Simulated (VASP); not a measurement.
**SnS2 (Berndtite-2T): single point with PBE**

Crystal: SnS2 (Berndtite-2T).

```
Sn S
1.0
     3.75647    0.00000    0.00000
    -1.87823    3.25320    0.00000
     0.00000    0.00000    6.05742
Sn S
1 2
Direct
  0.00000 0.00000 0.00000
  0.33333 0.66667 0.25000
  0.66667 0.33333 0.75000
```

```yaml
Program: VASP 6.6.1
Task: single point
Functional: PBE
Potentials_or_basis: VASP PAW PBE potentials, release 64 (Sn_d, S)
Cutoff: 500 eV
k_mesh: 5 × 5 × 3
Occupations: gaussian, width 0.01 eV
Spin: no spin polarisation
```

- Pressure: -2.8 GPa
- Largest force: 0.598 eV/Å
- Band gap on the k mesh: 1.28 eV, indirect (least direct gap 1.47 eV)

Forces in eV/Å, atoms in the order of the input:
```
Sn   0.000  0.000  0.000
S    0.000  0.000 -0.598
S    0.000  0.000  0.598
```

Stress tensor (GPa, compression positive):
```
-2.83  0.00  0.00
 0.00 -2.83  0.00
 0.00  0.00 -2.72
```

Levels at points of the mesh, in eV from the valence-band top:
| k point | band 9 | band 10 | band 11 | band 12 | band 13 | band 14 | band 15 | band 16 | band 17 | band 18 |
| --- | --- | --- | --- | --- | --- | --- | --- | --- | --- | --- |
| (0.00, 0.00, 0.00) | -0.54 | -0.54 | -0.31 | -0.31 | 0.00 | 1.47 | 3.58 | 5.25 | 5.25 | 8.91 |

Wall time 10 s on 1 thread of Intel(R) Xeon(R) Platinum 8488C (Sapphire Rapids), on a shared host, peak memory 0.18 GiB.

Caveat: spin-orbit coupling is left out, which moves the levels of the heavy elements; this functional lacks dispersion, which binds the layers, so the pressure and a relaxed spacing across them are unreliable. A k mesh can miss the band edges.
